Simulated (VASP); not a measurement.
# LiF (P6_3mc) in VASP: notebook, part 2 of 2

VASP 6.6.1.

### Step 4. Single point, PBEsol (strain -0.040 along x and y, +0.080 along z)

INCAR

```
SYSTEM = LiF
PREC     = Accurate       ! precision mode
ENCUT    = 520            ! plane-wave cutoff, eV
EDIFF    = 1E-6           ! SCF threshold, eV
ISMEAR   = 0              ! smearing method
SIGMA    = 0.05           ! smearing width, eV
LREAL    = .FALSE.        ! projectors in reciprocal space
LASPH    = .TRUE.         ! aspherical terms in the spheres
NELM     = 60             ! most SCF steps
ALGO     = Normal         ! electronic algorithm
ISIF     = 2              ! what is computed and relaxed
LWAVE    = .FALSE.        ! write WAVECAR
LCHARG   = .FALSE.        ! write CHGCAR
GGA      = PS             ! functional
NBANDS   = 18             ! bands
```

KPOINTS

```
regular mesh
0
G
  9 9 6
  0 0 0
```

POSCAR

```
LiF
1.0
    2.9385022248      0.0000000000      0.0000000000
   -1.4692511124      2.5448175758      0.0000000000
    0.0000000000      0.0000000000      5.1919105356
Li F
2 2
Direct
    0.3333333333      0.6666666667      0.3811542600
    0.6666666667      0.3333333333      0.8811542600
    0.3333333333      0.6666666667      0.9938437400
    0.6666666667      0.3333333333      0.4938437400
```

Potentials or basis: VASP PAW PBE potentials, release 64 (Li_sv, F).

Command:

```sh
$ cat potpaw_PBE.64/Li_sv/POTCAR potpaw_PBE.64/F/POTCAR > POTCAR
$ mpirun -np 1 vasp_std > vasp.out
```

OUTCAR:

```text
SYSTEM = LiF
   PREC = Accurate
   ENCUT = 520
   EDIFF = 1E-6
   ISMEAR = 0
   LREAL = .FALSE.
   LASPH = .TRUE.
   NELM = 60
   ISIF = 2
   GGA = PS

 ion  position               nearest neighbor table
   1  0.333  0.667  0.381-   4 1.79   4 1.79   4 1.79   3 2.01
   2  0.667  0.333  0.881-   3 1.79   3 1.79   3 1.79   4 2.01
   3  0.333  0.667  0.994-   2 1.79   2 1.79   2 1.79   1 2.01
   4  0.667  0.333  0.494-   1 1.79   1 1.79   1 1.79   2 2.01

  LATTYP: Found a hexagonal cell.
 ALAT       =     2.9385022248
 C/A-ratio  =     1.7668560846

  Lattice vectors:

 A1 = (   2.9385022248,   0.0000000000,   0.0000000000)
 A2 = (  -1.4692511124,   2.5448175758,   0.0000000000)
 A3 = (   0.0000000000,   0.0000000000,   5.1919105356)

Analysis of symmetry for initial positions (statically):
=====================================================================
 Subroutine PRICEL returns:
 Original cell was already a primitive cell.

 Routine SETGRP: Setting up the symmetry group for a
 hexagonal supercell.

 Subroutine GETGRP returns: Found 12 space group operations
 (whereof  6 operations were pure point group operations)
 out of a pool of 24 trial point group operations.

The static configuration has the point symmetry C_3v.
 The point group associated with its full space group is C_6v.

Analysis of symmetry for dynamics (positions and initial velocities):
=====================================================================
 Subroutine PRICEL returns:
 Original cell was already a primitive cell.

 Routine SETGRP: Setting up the symmetry group for a
 hexagonal supercell.

 Subroutine GETGRP returns: Found 12 space group operations
 (whereof  6 operations were pure point group operations)
 out of a pool of 24 trial point group operations.

The dynamic configuration has the point symmetry C_3v.
 The point group associated with its full space group is C_6v.

[... 116 lines left out ...]
   EFERMI =   0.00;   METHOD = LEGACY
   ISMEAR =     0;   SIGMA  =   0.05  broadening in eV -4-tet -1-fermi 0-gaus
   EFERMI_NEDOS =   21; number of points for ismear=-14 and -15
   IALGO  =     38    algorithm
   IMIX   =      4    mixing-type and parameters
     AMIX     =   0.40;   BMIX     =  1.00
     AMIX_MAG =   1.60;   BMIX_MAG =  1.00
  volume/ion in A,a.u.               =       9.71        65.50
  Fermi-wavevector in a.u.,A,eV,Ry     =   1.312346  2.479973 23.432645  1.722251
  Thomas-Fermi vector in A             =   2.442744
   LORBIT       =      0    0 simple, 1 ext, 2 COOP (PROOUT), +10 PAW based schemes
   GGA     = PS    functional components
   LHFCALC =     F    Hartree Fock is set to
   AEXX    =    0.0000 exact exchange contribution
   IVDW    =     0    specifies the selected vdW correction
   LEPSILON=     F    determine dielectric tensor
   LRPA    =     F    only Hartree local field effects (RPA)
 non-spin polarized calculation
 Gauss-broadening in eV      SIGMA  =   0.05
  energy-cutoff  :      520.00
  volume of cell :       38.82
 maximum number of plane-waves:      1075
 NGX is ok and might be reduce to    24
   NGX = 11   NGY = 11   NGZ = 19

 number of electron      20.0000002 magnetization

 Free energy of the ion-electron system (eV)
  ---------------------------------------------------
  ext. energy  EPLUGINS =         0.00000000
  ---------------------------------------------------
  free energy    TOTEN  =       -19.47793051 eV

  energy without entropy =      -19.47793051  energy(sigma->0) =      -19.47793051

 E-fermi :  -2.3050     XC(G=0):  -9.1242

 val. band max:       -2.5241902944   @ k =   0.0000   0.0000   0.0000
 cond. band min:       5.2492117254   @ k =   0.0000   0.0000   0.0000
 fundamental gap:      7.7734020198
 Fermi energy:        -2.3050479869

 k-point     1 :       0.0000    0.0000    0.0000
  band No.  band energies     occupation
      1     -42.1329      2.00000
      2     -42.1007      2.00000
      3     -21.7961      2.00000
      4     -21.6267      2.00000
      5      -4.6779      2.00000
      6      -2.7176      2.00000
[... 481 lines left out ...]
      5      -4.5122      2.00000
      6      -3.8367      2.00000
[... 10 lines left out ...]
     17      16.0722      0.00000
     18      19.2524      0.00000

 [... further k-points ...]
[... 5 lines left out ...]
  --------------------------------------------------------------------------------------
  -------------------------------------------------------------------------------------
  Total        1.7027774      1.7027774     -1.1032977      0.0000000      0.0000000      0.0000000
  in kB       70.2681608     70.2681608    -45.5295557      0.0000000      0.0000000      0.0000000
  external PRESSURE =      31.6689220 kB  Pullay stress =       0.0000000 kB

 VOLUME and BASIS-vectors are now :
 -----------------------------------------------------------------------------
  energy-cutoff  :      520.00
  volume of cell :       38.82
      direct lattice vectors                 reciprocal lattice vectors
     2.938502225  0.000000000  0.000000000     0.340309424  0.196477738  0.000000000
    -1.469251112  2.544817576  0.000000000     0.000000000  0.392955475  0.000000000
     0.000000000  0.000000000  5.191910536     0.000000000  0.000000000  0.192607325

 POSITION                                       TOTAL-FORCE (eV/Angst)
 -----------------------------------------------------------------------------------
     -0.00000      1.69655      1.97892         0.000000     -0.000000     -0.361349
      1.46925      0.84827      4.57487        -0.000000      0.000000     -0.361349
     -0.00000      1.69655      5.15995         0.000000      0.000000      0.361349
      1.46925      0.84827      2.56399         0.000000      0.000000      0.361349
 -----------------------------------------------------------------------------------
    total drift:                                0.000001      0.000001      0.000639

  FREE ENERGIE OF THE ION-ELECTRON SYSTEM (eV)
  ---------------------------------------------------
  free  energy   TOTEN  =       -19.4779305103 eV

  energy  without entropy=      -19.4779305103  energy(sigma->0) =      -19.47793051
```

stdout:

```text
POSCAR found type information on POSCAR LiF
 POSCAR found :  2 types and       4 ions
 scaLAPACK will be used
 -----------------------------------------------------------------------------
|                                                                             |
|                                                                             |
|     You enforced a specific xc type in the INCAR file but a different       |
|     I HOPE YOU KNOW WHAT YOU ARE DOING!                                     |
|                                                                             |
 -----------------------------------------------------------------------------

 LDA part: xc-table for (Slater+PW92), standard interpolation
 POSCAR, INCAR and KPOINTS ok, starting setup
 FFT: planning ... GRIDC
 FFT: planning ... GRID_SOFT
 FFT: planning ... GRID
 WAVECAR not read
 entering main loop
```

Wall time 34 s (1 thread of Intel Xeon 8259CL, shared host); peak memory 0.16 GiB.

What came out:

| Property | Result |
| --- | --- |
| Free energy | -19.4779 eV |
| Largest force | 0.361 eV/Å |
| Band gap on the k mesh | 7.77 eV, direct |

Forces on the atoms (eV/Å):
```
Li   0.000  0.000 -0.361
Li   0.000  0.000 -0.361
F    0.000  0.000  0.361
F    0.000  0.000  0.361
```

Caveat: the cell differs from its parent crystal (strain -0.040 along x and y, +0.080 along z); the cutoff is under 1.25 times the usual one of these potentials, so pressure, stress and relaxed cells hold a basis-set (Pulay) error; the PAW data sets were made with another functional, which shifts forces and pressure a little. A k mesh can miss the band edges.

### Step 5. Single point, PBEsol (strain +0.040 along x and y, -0.040 along z)

INCAR

```
SYSTEM = LiF
PREC = Accurate
ENCUT = 520
EDIFF = 1E-7
ISMEAR = 0
SIGMA = 0.05
LREAL = .False.
LASPH = .True.
NELM = 60
ALGO = Normal
ISIF = 2
LWAVE = .False.
LCHARG = .True.
GGA = PS
LELF = .True.
LVHAR = .True.
NBANDS = 18
```

KPOINTS

```
regular mesh
0
Gamma
  9 9 6
  0 0 0
```

POSCAR

```
LiF
1.0
    3.1833774102      0.0000000000      0.0000000000
   -1.5916887051      2.7568857071      0.0000000000
    0.0000000000      0.0000000000      4.6150315872
Li F
2 2
Direct
    0.3333333333      0.6666666667      0.3811542600
    0.6666666667      0.3333333333      0.8811542600
    0.3333333333      0.6666666667      0.9938437400
    0.6666666667      0.3333333333      0.4938437400
```

Command:

```sh
$ cat potpaw_PBE.64/Li_sv/POTCAR potpaw_PBE.64/F/POTCAR > POTCAR
$ mpirun -np 1 vasp_std > vasp.out
```

Wall time 43 s (1 thread of Intel Xeon 8259CL, shared host); peak memory 0.16 GiB.

It converged, with:

| Property | Result |
| --- | --- |
| Free energy | -19.5625 eV |
| Largest force | 0.370 eV/Å |
| Band gap on the k mesh | 7.47 eV, direct |

Forces on the atoms (eV/Å):
```
Li   0.000  0.000  0.370
Li   0.000  0.000  0.370
F    0.000  0.000 -0.370
F    0.000  0.000 -0.370
```

Levels at points of the mesh, in eV from the valence-band top:
| k point | band 6 | band 7 | band 8 | band 9 | band 10 | band 11 | band 12 | band 13 | band 14 | band 15 |
| --- | --- | --- | --- | --- | --- | --- | --- | --- | --- | --- |
| (0.00, 0.00, 0.00) | -0.64 | -0.64 | -0.22 | -0.22 | 0.00 | 7.47 | 12.18 | 15.32 | 17.63 | 17.63 |
| (0.00, 0.00, 0.50) | -1.13 | -0.43 | -0.43 | -0.43 | -0.43 | 9.26 | 9.26 | 17.87 | 17.87 | 17.87 |

Caveat: the cell differs from its parent crystal (strain +0.040 along x and y, -0.040 along z); the cutoff is under 1.25 times the usual one of these potentials, so pressure, stress and relaxed cells hold a basis-set (Pulay) error; the PAW data sets were made with another functional, which shifts forces and pressure a little. A k mesh can miss the band edges.

### Step 6. Single point, PBEsol (strain +0.000 along x and y, +0.040 along z)

INCAR

```
PREC = Accurate ; ENCUT = 520
EDIFF = 1E-7 ; ISMEAR = 0
SIGMA = 0.05 ; LREAL = False
LASPH = True ; NELM = 60
ALGO = Normal ; ISIF = 2
LWAVE = False ; LCHARG = False
GGA = PS ; NBANDS = 18
```

KPOINTS

```
Automatic mesh
0
Gamma
  9 9 6
```

POSCAR

```
LiF
1.0
    3.0609398175      0.0000000000      0.0000000000
   -1.5304699087      2.6508516414      0.0000000000
    0.0000000000      0.0000000000      4.9996175528
Li F
2 2
Direct
    0.3333333333      0.6666666667      0.3811542600
    0.6666666667      0.3333333333      0.8811542600
    0.3333333333      0.6666666667      0.9938437400
    0.6666666667      0.3333333333      0.4938437400
```

Potentials or basis: VASP PAW PBE potentials, release 64 (Li_sv, F).

Command:

```sh
$ cat potpaw_PBE.64/Li_sv/POTCAR potpaw_PBE.64/F/POTCAR > POTCAR
$ mpirun -np 1 vasp_std > vasp.out
```

It took 12 s on 1 thread of Intel Xeon 6975P-C (Granite Rapids), shared host; peak memory 0.16 GiB.

The run converged. Its results:

* Free energy: -19.5923 eV
* Largest force: 0.126 eV/Å
* Band gap on the k mesh: 7.57 eV, direct

Forces on the atoms (eV/Å):
```
Li   0.000  0.000 -0.126
Li   0.000  0.000 -0.126
F    0.000  0.000  0.126
F    0.000  0.000  0.126
```

Levels at points of the mesh, in eV from the valence-band top:
| k point | band 6 | band 7 | band 8 | band 9 | band 10 | band 11 | band 12 | band 13 | band 14 | band 15 |
| --- | --- | --- | --- | --- | --- | --- | --- | --- | --- | --- |
| (0.00, 0.00, 0.00) | -0.35 | -0.35 | -0.09 | -0.09 | 0.00 | 7.57 | 11.61 | 14.78 | 18.66 | 18.66 |
| (0.00, 0.00, 0.50) | -1.11 | -0.22 | -0.22 | -0.22 | -0.22 | 9.21 | 9.21 | 17.02 | 17.02 | 18.92 |

Caveat: the cell differs from its parent crystal (strain +0.000 along x and y, +0.040 along z); the cutoff is under 1.25 times the usual one of these potentials, so pressure, stress and relaxed cells hold a basis-set (Pulay) error; the PAW data sets were made with another functional, which shifts forces and pressure a little.

### Step 7. The runs side by side

| cell | gap on the mesh (eV) | largest force (eV/Å) |
| --- | --- | --- |
| a = 3.061, b = 3.061, c = 4.615 Å, angles 90.0, 90.0, 120.0°, 4 atoms | 7.91 | 0.24 |
| a = 2.939, b = 2.939, c = 5.000 Å, angles 90.0, 90.0, 120.0°, 4 atoms | 8.04 | 0.33 |
| a = 2.939, b = 2.939, c = 5.192 Å, angles 90.0, 90.0, 120.0°, 4 atoms | 7.77 | 0.36 |
| a = 3.183, b = 3.183, c = 4.615 Å, angles 90.0, 90.0, 120.0°, 4 atoms | 7.47 | 0.37 |
| a = 3.061, b = 3.061, c = 5.000 Å, angles 90.0, 90.0, 120.0°, 4 atoms | 7.57 | 0.13 |

Alike in all rows: task single point; level PBEsol; potentials or basis VASP PAW PBE potentials, release 64 (Li_sv, F); no spin polarisation; k mesh 9 × 9 × 6; cutoff (eV) 520; smearing gaussian 0.05 eV.

Caveats: the cutoff is under 1.25 times the usual one of these potentials, so pressure, stress and relaxed cells hold a basis-set (Pulay) error; the PAW data sets were made with another functional, which shifts forces and pressure a little.

Total energies depend on the potentials used, so only differences within one code and one set of settings carry meaning.
